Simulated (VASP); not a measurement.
# Sb (R-3m) in VASP: single point with r2SCAN

Aim: the single point of Sb with r2SCAN.

Everything below comes from runs of VASP 6.6.1. Logs are shortened: lines on timing, memory, paths and dates and some standing lists are left out, and cuts for length are marked.

## (1) The cell of the first run

It takes space group R-3m (No. 166, trigonal). Conventional cell: a = 4.313 Å, b = 4.313 Å, c = 11.250 Å, α = 90.00°, β = 90.00°, γ = 120.00°. Within 3.8 Å of Sb (site symmetry 3m) lie 6 Sb at 2.91 to 3.35 Å.

## (2) Single point, r2SCAN

POSCAR

```
Sb
1.0
    2.1564921147      1.2450513030      3.7499488111
   -2.1564921147      1.2450513030      3.7499488111
    0.0000000000     -2.4901026059      3.7499488111
Sb
2
Direct
    0.2336185136      0.2336185136      0.2336185136
    0.7663814864      0.7663814864      0.7663814864
```

INCAR.step1

```
SYSTEM = Sb
PREC     = Accurate       ! precision mode
ENCUT    = 520            ! plane-wave cutoff, eV
ISMEAR   = 0              ! smearing method
SIGMA    = 0.05           ! smearing width, eV
LREAL    = .False.        ! projectors in reciprocal space
LASPH    = .True.         ! aspherical terms in the spheres
NELM     = 100            ! most SCF steps
NBANDS   = 12             ! bands
GGA      = PE             ! functional
ALGO     = Normal         ! electronic algorithm
EDIFF    = 1E-4           ! SCF threshold, eV
LWAVE    = .True.         ! write WAVECAR
LCHARG   = .False.        ! write CHGCAR
```

INCAR.step2

```
SYSTEM = Sb
PREC     = Accurate       ! precision mode
ENCUT    = 520            ! plane-wave cutoff, eV
EDIFF    = 1E-6           ! SCF threshold, eV
ISMEAR   = 0              ! smearing method
SIGMA    = 0.05           ! smearing width, eV
LREAL    = .False.        ! projectors in reciprocal space
LASPH    = .True.         ! aspherical terms in the spheres
NELM     = 100            ! most SCF steps
ALGO     = Normal         ! electronic algorithm
ISIF     = 2              ! what is computed and relaxed
LWAVE    = .False.        ! write WAVECAR
LCHARG   = .True.         ! write CHGCAR
METAGGA  = R2SCAN         ! meta-GGA
LMIXTAU  = .True.       
LELF     = .True.         ! ELF
LVHAR    = .True.       
NBANDS   = 12             ! bands
ISTART   = 1
```

KPOINTS

```
Automatic mesh
0
Gamma
  10 10 10
  0 0 0
```

Potentials or basis: VASP PAW PBE potentials, release 64 (Sb).

On the command line:

```sh
$ cat potpaw_PBE.64/Sb/POTCAR > POTCAR
$ cp INCAR.step1 INCAR
$ mpirun -np 1 vasp_std > vasp.out
$ cp INCAR.step2 INCAR
$ mpirun -np 1 vasp_std > vasp.out
```

OUTCAR:

```text
SYSTEM = Sb
   PREC = Accurate
   ENCUT = 520
   EDIFF = 1E-6
   ISMEAR = 0
   LREAL = .False.
   LASPH = .True.
   NELM = 100
   ISIF = 2
   METAGGA = R2SCAN
   ISTART = 1

 ion  position               nearest neighbor table
   1  0.234  0.234  0.234-   2 2.91   2 2.91   2 2.91   2 3.35   2 3.35   2 3.35
   2  0.766  0.766  0.766-   1 2.91   1 2.91   1 2.91   1 3.35   1 3.35   1 3.35

  LATTYP: Found a trigonal (rhomboedric) cell.
 ALAT       =     4.5014138972
 COS(alpha) =     0.5409839728

  Lattice vectors:

 A1 = (   2.1564921147,   1.2450513030,   3.7499488111)
 A2 = (  -2.1564921147,   1.2450513030,   3.7499488111)
 A3 = (   0.0000000000,  -2.4901026059,   3.7499488111)

Analysis of symmetry for initial positions (statically):
=====================================================================
 Subroutine PRICEL returns:
 Original cell was already a primitive cell.

 Routine SETGRP: Setting up the symmetry group for a
 trigonal (rhombohedral) supercell.

 Subroutine GETGRP returns: Found 12 space group operations
 (whereof 12 operations were pure point group operations)
 out of a pool of 12 trial point group operations.

The static configuration has the point symmetry D_3d.

Analysis of symmetry for dynamics (positions and initial velocities):
=====================================================================
 Subroutine PRICEL returns:
 Original cell was already a primitive cell.

 Routine SETGRP: Setting up the symmetry group for a
 trigonal (rhombohedral) supercell.

 Subroutine GETGRP returns: Found 12 space group operations
 (whereof 12 operations were pure point group operations)
 out of a pool of 12 trial point group operations.

The dynamic configuration has the point symmetry D_3d.

 Subroutine INISYM returns: Found 12 space group operations
 (whereof 12 operations are pure point group operations),
 and found     1 'primitive' translations

----------------------------------------------------------------------------------------

                                     Primitive cell

  volume of cell :      60.4104

  direct lattice vectors                    reciprocal lattice vectors
     2.156492115  1.245051303  3.749948811     0.231858024  0.133863292  0.088890102
    -2.156492115  1.245051303  3.749948811    -0.231858024  0.133863292  0.088890102
     0.000000000 -2.490102606  3.749948811     0.000000000 -0.267726585  0.088890102

  length of vectors
     4.501413897  4.501413897  4.501413897     0.282097456  0.282097456  0.282097456

  position of ions in fractional coordinates (direct lattice)
     0.233618514  0.233618514  0.233618514
     0.766381486  0.766381486  0.766381486

  ion indices of the primitive-cell ions
   primitive index   ion index
                 1           1
                 2           2

----------------------------------------------------------------------------------------

 KPOINTS: Automatic mesh

Automatic generation of k-mesh.
 Grid dimensions read from file:
 generate k-points for:   10   10   10

 Generating k-lattice:

  Cartesian coordinates                     Fractional coordinates (reciprocal lattice)
     0.023185802  0.013386329  0.008889010     0.100000000  0.000000000  0.000000000
    -0.023185802  0.013386329  0.008889010     0.000000000  0.100000000  0.000000000
     0.000000000 -0.026772658  0.008889010     0.000000000  0.000000000  0.100000000

  Length of vectors
     0.028209746  0.028209746  0.028209746

  Shift w.r.t. Gamma in fractional coordinates (k-lattice)
     0.000000000  0.000000000  0.000000000

 Subroutine IBZKPT returns following result:
 ===========================================

 Found    116 irreducible k-points:

 Following reciprocal coordinates:
            Coordinates               Weight
  0.000000  0.000000  0.000000      1.000000
  0.100000  0.000000 -0.000000      6.000000
  0.200000  0.000000 -0.000000      6.000000
  0.300000  0.000000  0.000000      6.000000
  0.400000  0.000000 -0.000000      6.000000
  0.500000  0.000000  0.000000      3.000000
[... 16 lines left out ...]
  0.300000  0.300000  0.000000      6.000000
  0.400000  0.300000 -0.000000     12.000000
 [... further k-points ...]
   k-points           NKPTS =    116   k-points in BZ     NKDIM =    116   number of bands    NBANDS=     12
   number of dos      NEDOS =    301   number of ions     NIONS =      2
   total plane-waves  NPLWV =  46656
   dimension x,y,z NGX =    36 NGY =   36 NGZ =   36
   dimension x,y,z NGXF=    72 NGYF=   72 NGZF=   72
   ions per type =               2
   NGX,Y,Z   is equivalent  to a cutoff of  13.30, 13.30, 13.30 a.u.
   NGXF,Y,Z  is equivalent  to a cutoff of  26.59, 26.59, 26.59 a.u.
 SYSTEM =  Sb
   PREC   = accura    normal or accurate (medium, high low for compatibility)
   ISTART =      1    job   : 0-new  1-cont  2-samecut
   ICHARG =      0    charge: 1-file 2-atom 10-const
   ISPIN  =      1    spin polarized calculation?
   LNONCOLLINEAR =      F non collinear calculations
   LSORBIT =      F    spin-orbit coupling
   LASPH  =      T    aspherical Exc in radial PAW
   ENCUT  =  520.0 eV  38.22 Ry    6.18 a.u.   8.37  8.37  8.37*2*pi/ulx,y,z
   NELM   =    100;   NELMIN=  2; NELMDL=  0     # of ELM steps
   EDIFF  = 0.1E-05   stopping-criterion for ELM
   LREAL  =      F    real-space projection
   EDIFFG = 0.1E-04   stopping-criterion for IOM
   NSW    =      0    number of steps for IOM
   IBRION =     -1    ionic relax: 0-MD 1-quasi-New 2-CG
   NFREE  =      0    steps in history (QN), initial steepest desc. (CG)
   ISIF   =      2    stress and relaxation
   ISYM   =      2    0-nonsym 1-usesym 2-fastsym
   POTIM  = 0.5000    time-step for ionic-motion
   TEBEG  =    0.0;   TEEND  =   0.0 temperature during run
   PSTRESS=    0.0 pullay stress
   NELECT =      10.0000    total number of electrons
   NUPDOWN=      -1.0000    fix difference up-down
   EMIN   =  10.00;   EMAX   =-10.00  energy-range for DOS
   EFERMI =   0.00;   METHOD = LEGACY
   ISMEAR =     0;   SIGMA  =   0.05  broadening in eV -4-tet -1-fermi 0-gaus
   EFERMI_NEDOS =   21; number of points for ismear=-14 and -15
   IALGO  =     38    algorithm
   IMIX   =      4    mixing-type and parameters
     AMIX     =   0.40;   BMIX     =  1.00
     AMIX_MAG =   1.60;   BMIX_MAG =  1.00
  volume/ion in A,a.u.               =      30.21       203.83
  Fermi-wavevector in a.u.,A,eV,Ry     =   0.898885  1.698647 10.993436  0.807995
  Thomas-Fermi vector in A             =   2.021650
   LORBIT       =      0    0 simple, 1 ext, 2 COOP (PROOUT), +10 PAW based schemes
   METAGGA = R2SCAN    functional components
   LHFCALC =     F    Hartree Fock is set to
   AEXX    =    0.0000 exact exchange contribution
   IVDW    =     0    specifies the selected vdW correction
   LEPSILON=     F    determine dielectric tensor
   LRPA    =     F    only Hartree local field effects (RPA)
 non-spin polarized calculation
 Gauss-broadening in eV      SIGMA  =   0.05
  energy-cutoff  :      520.00
  volume of cell :       60.41
 maximum number of plane-waves:      1639
 NGX is ok and might be reduce to    36
   NGX = 17   NGY = 17   NGZ = 17

 number of electron      10.0000000 magnetization

 Free energy of the ion-electron system (eV)
  ---------------------------------------------------
  ext. energy  EPLUGINS =         0.00000000
  ---------------------------------------------------
  free energy    TOTEN  =       -51.38368709 eV

  energy without entropy =      -51.38341637  energy(sigma->0) =      -51.38355173

 E-fermi :   7.2750     XC(G=0):  -9.9967

 val. band max:        7.2716020653   @ k =   0.4000   0.3000   0.3000
 cond. band min:       7.3127155176   @ k =   0.5000   0.5000   0.5000
 fundamental gap:      0.0411134523
 Fermi energy:         7.2749782738

 k-point     1 :       0.0000    0.0000    0.0000
  band No.  band energies     occupation
      1      -6.0961      2.00000
      2       2.4609      2.00000
      3       4.9885      2.00000
      4       5.2210      2.00000
      5       5.2210      2.00000
      6       9.4042      0.00000
      7      10.0485      0.00000
      8      10.0485      0.00000
      9      12.6446      0.00000
     10      12.6446      0.00000
     11      12.8728      0.00000
     12      14.3610      0.00000

 k-point     2 :       0.1000    0.0000   -0.0000
  band No.  band energies     occupation
      1      -5.9798      2.00000
      2       1.8786      2.00000
      3       5.0243      2.00000
      4       5.1961      2.00000
      5       5.4913      2.00000
      6       9.3493      0.00000
      7       9.7709      0.00000
      8       9.7721      0.00000
      9      12.2224      0.00000
     10      12.6381      0.00000
     11      12.6632      0.00000
     12      15.0706      0.00000

 k-point     3 :       0.2000    0.0000   -0.0000
  band No.  band energies     occupation
      1      -5.6326      2.00000
      2       0.6664      2.00000
      3       5.0391      2.00000
      4       5.1437      2.00000
      5       5.9621      2.00000
      6       8.9239      0.00000
      7       9.1071      0.00000
      8       9.1350      0.00000
      9      12.2187      0.00000
     10      12.7835      0.00000
     11      13.1465      0.00000
     12      16.6167      0.00000

 k-point     4 :       0.3000    0.0000    0.0000
  band No.  band energies     occupation
      1      -5.0622      2.00000
      2      -0.6837      2.00000
      3       5.0970      2.00000
      4       5.1049      2.00000
      5       6.3281      2.00000
      6       8.2277      0.00000
      7       8.3955      0.00000
      8       8.4123      0.00000
      9      12.9659      0.00000
     10      13.6438      0.00000
     11      14.1404      0.00000
     12      18.4175      0.00000

 k-point     5 :       0.4000    0.0000   -0.0000
  band No.  band energies     occupation
      1      -4.2924      2.00000
      2      -1.9686      2.00000
      3       5.0966      2.00000
      4       5.2002      2.00000
      5       6.6368      2.00000
      6       7.5640      0.00000
      7       7.8266      0.00000
      8       7.9142      0.00000
      9      14.1362      0.00000
     10      15.0681      0.00000
     11      15.5004      0.00000
     12      17.4229      0.00000
[... 228 lines left out ...]
      1      -4.1546      2.00000
      2      -1.6882      2.00000
      3       2.9304      2.00000
      4       5.2963      2.00000
      5       5.6334      2.00000
      6       7.9266      0.00000
      7       8.5293      0.00000
      8      11.3048      0.00000
      9      12.9075      0.00000
     10      14.1916      0.00000
     11      15.9423      0.00000
     12      17.3057      0.00000

 k-point    22 :      -0.2000    0.2000    0.0000
  band No.  band energies     occupation
      1      -4.8547      2.00000
      2      -0.7232      2.00000
      3       3.3793      2.00000
      4       5.9205      2.00000
      5       5.9537      2.00000
      6       7.6557      0.00000
      7       8.1512      0.00000
      8      11.0215      0.00000
      9      12.0866      0.00000
     10      13.6741      0.00000
     11      15.7885      0.00000
     12      16.3404      0.00000

 k-point    23 :       0.3000    0.3000    0.0000
  band No.  band energies     occupation
      1      -4.8315      2.00000
      2      -0.0926      2.00000
      3       3.1924      2.00000
      4       3.8212      2.00000
      5       4.3402      2.00000
      6       9.3672      0.00000
      7      10.7953      0.00000
      8      11.4946      0.00000
      9      12.2291      0.00000
     10      15.0628      0.00000
     11      15.5516      0.00000
     12      16.6326      0.00000

 k-point    24 :       0.4000    0.3000   -0.0000
  band No.  band energies     occupation
      1      -4.3530      2.00000
      2      -0.6882      2.00000
      3       2.6490      2.00000
      4       3.6423      2.00000
      5       3.9831      2.00000
      6       9.5270      0.00000
      7      11.4046      0.00000
      8      11.7677      0.00000
      9      12.0756      0.00000
     10      16.1920      0.00000
     11      16.5793      0.00000
     12      17.1805      0.00000

 [... further k-points ...]
[... 5 lines left out ...]
  --------------------------------------------------------------------------------------
  -------------------------------------------------------------------------------------
  Total        0.6678835      0.6678835      0.6451344      0.0000000      0.0000000      0.0000000
  in kB       17.7133041     17.7133041     17.1099641      0.0000000      0.0000000      0.0000000
  external PRESSURE =      17.5121907 kB  Pullay stress =       0.0000000 kB

 VOLUME and BASIS-vectors are now :
 -----------------------------------------------------------------------------
  energy-cutoff  :      520.00
  volume of cell :       60.41
      direct lattice vectors                 reciprocal lattice vectors
     2.156492115  1.245051303  3.749948811     0.231858024  0.133863292  0.088890102
    -2.156492115  1.245051303  3.749948811    -0.231858024  0.133863292  0.088890102
     0.000000000 -2.490102606  3.749948811     0.000000000 -0.267726585  0.088890102

 POSITION                                       TOTAL-FORCE (eV/Angst)
 -----------------------------------------------------------------------------------
      0.00000      0.00000      2.62817         0.000000      0.000000      0.060092
      0.00000      0.00000      8.62167         0.000000     -0.000000     -0.060092
 -----------------------------------------------------------------------------------
    total drift:                                0.000000     -0.000000      0.000000

  FREE ENERGIE OF THE ION-ELECTRON SYSTEM (eV)
  ---------------------------------------------------
  free  energy   TOTEN  =       -51.3836870911 eV

  energy  without entropy=      -51.3834163685  energy(sigma->0) =      -51.38355173
```

Wall time 9.8 min (1 thread of AMD EPYC 7R43 (Zen 3), shared host); peak memory 0.22 GiB.

Results:

```yaml
Free_energy: -51.3837 eV
Pressure: 1.8 GPa
Largest_force: 0.060 eV/Å
Band_gap_on_the_k_mesh: zero (band 5 reaches 7.27 eV, above the bottom of band 6 at 7.18 eV)
```

Forces in eV/Å, atoms in the order of the input:
```
Sb   0.000  0.000  0.060
Sb   0.000  0.000 -0.060
```

Levels at points of the mesh, in eV from the Fermi level:
```tsv
k point	band 3	band 4	band 5	band 6	band 7	band 8
(0.00, 0.00, 0.00)	-2.29	-2.05	-2.05	2.13	2.77	2.77
(0.50, 0.00, 0.00)	-2.18	-2.01	-0.39	-0.10	0.32	0.46
(0.50, 0.50, 0.00)	-5.74	-4.04	-3.98	1.69	5.17	5.82
(0.50, 0.50, 0.50)	-1.52	-1.52	-0.38	0.04	0.04	1.24
```

Caveat: the PAW data sets were made with another functional, which shifts forces and pressure a little; spin-orbit coupling is left out, which moves the levels of the heavy elements.
